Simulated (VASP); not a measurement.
A run of VASP 6.6.1 is set up as follows.

The input INCAR:

```
ALGO = Normal ; EDIFF = 1E-6
ENCUT = 520 ; GGA = PS
ISIF = 2 ; ISMEAR = -1
ISPIN = 2 ; LASPH = T
LCHARG = T ; LELF = T
LMAXMIX = 4 ; LORBIT = 11
LREAL = F ; LVHAR = T
LWAVE = F ; MAGMOM = 0 4 4 0 0
NBANDS = 35 ; NELM = 150
PREC = Accurate ; SIGMA = 0.1
```

KPOINTS

```
k-points
0
Gamma
  8 8 4
```

File POSCAR:

```
CaMn2As2
1.0
    4.1042890551      0.0000000000      0.0000000000
   -2.0521445276      3.5544182459      0.0000000000
    0.0000000000      0.0000000000      7.1773179505
Ca Mn As
1 2 2
Direct
    0.0000000000      0.0000000000      0.0000000000
    0.3333333333      0.6666666667      0.6158690000
    0.6666666667      0.3333333333      0.3841310000
    0.6666666667      0.3333333333      0.7290990000
    0.3333333333      0.6666666667      0.2709010000
```

Potentials or basis: VASP PAW PBE potentials, release 64 (Ca_sv, Mn_pv, As).

Command:

```bash
$ cat potpaw_PBE.64/Ca_sv/POTCAR potpaw_PBE.64/Mn_pv/POTCAR potpaw_PBE.64/As/POTCAR > POTCAR
$ mpirun -np 1 vasp_std > vasp.out
```

Problem. What does it give for the net moment?

Solution. 6.11 μB per cell.

Problem. What does it give for the largest force?

Solution. 0.319 eV/Å.

Problem. What does it give for the site moments?

Solution. Ca +0.01; Mn +2.98; As -0.10 μB.

Problem. Estimate the pressure.

Solution. -7.0 GPa.

Stress tensor (GPa, compression positive):
```
-6.92  0.00  0.00
 0.00 -6.92  0.00
 0.00  0.00 -7.14
```

Caveat: the PAW data sets were made with another functional, which shifts forces and pressure a little; only a ferromagnetic start was run, and an antiferromagnetic order may lie lower in energy.
